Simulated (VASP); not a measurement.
A run of VASP 6.6.1 is set up as follows.

Contents of INCAR:

```
PREC = Accurate
ENCUT = 520
EDIFF = 1E-6
ISMEAR = -1
SIGMA = 0.05
LREAL = F
LASPH = T
NELM = 150
ALGO = Normal
ISIF = 2
LWAVE = F
LCHARG = F
ISPIN = 2
MAGMOM = 7 0
LORBIT = 11
LMAXMIX = 6
LDAU = T
LDAUTYPE = 2
LDAUL = 3 -1
LDAUU = 8 0
LDAUJ = 0 0
LDAUPRINT = 1
GGA = PE
NBANDS = 23
```

The input KPOINTS:

```
Automatic mesh
0
Gamma
  9 9 9
```

The input POSCAR:

```
GdO
1.0
    0.0000000000      2.7000000000      2.7000000000
    2.7000000000      0.0000000000      2.7000000000
    2.7000000000      2.7000000000      0.0000000000
Gd O
1 1
Direct
    0.0000000000      0.0000000000      0.0000000000
    0.7500000000      0.7500000000      0.7500000000
```

Potentials or basis: VASP PAW PBE potentials, release 64 (Gd, O).

The run is started by

```bash
$ cat potpaw_PBE.64/Gd/POTCAR potpaw_PBE.64/O/POTCAR > POTCAR
$ mpirun -np 1 vasp_std > vasp.out
```

(1) Predict the site moments.

(2) What does it give for the net moment?

(3) Estimate the pressure.

## Answers

(1) Gd +7.08; O +0.00 μB.

(2) 7.93 μB per cell.

(3) 0.0 GPa.

Caveat: a cell with one magnetic atom can't hold antiferromagnetic order, which such compounds often take.
